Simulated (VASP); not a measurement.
Input of a VASP 6.6.1 run:

Contents of INCAR:

```
SYSTEM = BaTe
ALGO = Normal ; EDIFF = 1E-6
ENCUT = 520 ; GGA = PS
ISIF = 2 ; ISMEAR = 0
LASPH = .True. ; LCHARG = .False.
LREAL = .False. ; LWAVE = .False.
NBANDS = 15 ; NELM = 60
PREC = Accurate ; SIGMA = 0.05
```

The input KPOINTS:

```
k-points
0
Gamma
  6 6 6
  0 0 0
```

File POSCAR:

```
BaTe
1.0
    4.2624660000      0.0000000000      0.0000000000
    0.0000000000      4.3264029900      0.0000000000
    0.0000000000      0.0000000000      4.2624660000
Ba Te
1 1
Direct
    0.0000000000      0.0000000000      0.0000000000
    0.5000000000      0.5000000000      0.5000000000
```

Potentials or basis: VASP PAW PBE potentials, release 64 (Ba_sv, Te).

Run with:

```sh
$ cat potpaw_PBE.64/Ba_sv/POTCAR potpaw_PBE.64/Te/POTCAR > POTCAR
$ mpirun -np 1 vasp_std > vasp.out
```

Q: What does it give for the pressure?

A: -2.1 GPa.

Q: Estimate the band gap on the k mesh.

A: 0.69 eV (least direct gap 0.84 eV).

Stress tensor (GPa, compression positive):
```
-1.79  0.00  0.00
 0.00 -2.83  0.00
 0.00  0.00 -1.79
```

Caveat: the cell differs from its parent crystal (strain +0.0150 x Voigt [0, 1, 0, 0, 0, 0]); the PAW data sets were made with another functional, which shifts forces and pressure a little; spin-orbit coupling is left out, which moves the levels of the heavy elements. A k mesh can miss the band edges.
